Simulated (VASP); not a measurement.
Wanted: the native input for a VASP 6.6.1 run.

| Item | Value |
| --- | --- |
| Task | single point |
| Functional | r2SCAN |
| Potentials or basis | VASP PAW PBE potentials, release 64 (Ga_d, P) |
| Cutoff | 520 eV |
| k mesh | 6 × 6 × 6 |
| Occupations | methfessel-paxton, width 0.05 eV |
| Spin | no spin polarisation |
| Dipole correction | no |
| Further INCAR settings | ALGO = Normal; EDIFF = 1e-06; NBANDS = 16 |

The system is GaP.

```
Ga P
1.0
     0.00000    2.72541    2.72541
     2.72541    0.00000    2.72541
     2.72541    2.72541    0.00000
Ga P
1 1
Direct
  0.00000 0.00000 0.00000
  0.25000 0.25000 0.25000
```

One way to write it, as run:

POSCAR

```
GaP
1.0
    0.0000000000      2.7254102088      2.7254102088
    2.7254102088      0.0000000000      2.7254102088
    2.7254102088      2.7254102088      0.0000000000
Ga P
1 1
Direct
    0.0000000000      0.0000000000      0.0000000000
    0.2500000000      0.2500000000      0.2500000000
```

INCAR.step1

```
SYSTEM = GaP
PREC = Accurate
ENCUT = 520
ISMEAR = 1
SIGMA = 0.05
LREAL = .False.
LASPH = .True.
NELM = 80
NBANDS = 16
GGA = PE
ALGO = Normal
EDIFF = 1E-4
LWAVE = .True.
LCHARG = .False.
```

INCAR.step2

```
SYSTEM = GaP
PREC = Accurate
ENCUT = 520
EDIFF = 1E-6
ISMEAR = 1
SIGMA = 0.05
LREAL = .False.
LASPH = .True.
NELM = 80
ALGO = Normal
ISIF = 2
LWAVE = .False.
LCHARG = .False.
METAGGA = R2SCAN
LMIXTAU = .True.
NBANDS = 16
ISTART = 1
```

KPOINTS

```
Automatic mesh
0
Gamma
  6 6 6
  0 0 0
```

Potentials or basis: VASP PAW PBE potentials, release 64 (Ga_d, P).

Launch:

```sh
$ cat potpaw_PBE.64/Ga_d/POTCAR potpaw_PBE.64/P/POTCAR > POTCAR
$ cp INCAR.step1 INCAR
$ mpirun -np 1 vasp_std > vasp.out
$ cp INCAR.step2 INCAR
$ mpirun -np 1 vasp_std > vasp.out
```

Results of the run:

```
Pressure               : 0.0 GPa
Band gap on the k mesh : 1.91 eV, indirect (least direct gap 2.34 eV)
```

Caveat: the PAW data sets were made with another functional, which shifts forces and pressure a little.

Wall time 30 s on 1 thread of Intel(R) Xeon(R) 6975P-C (Granite Rapids) (shared host), peak memory 0.17 GiB.
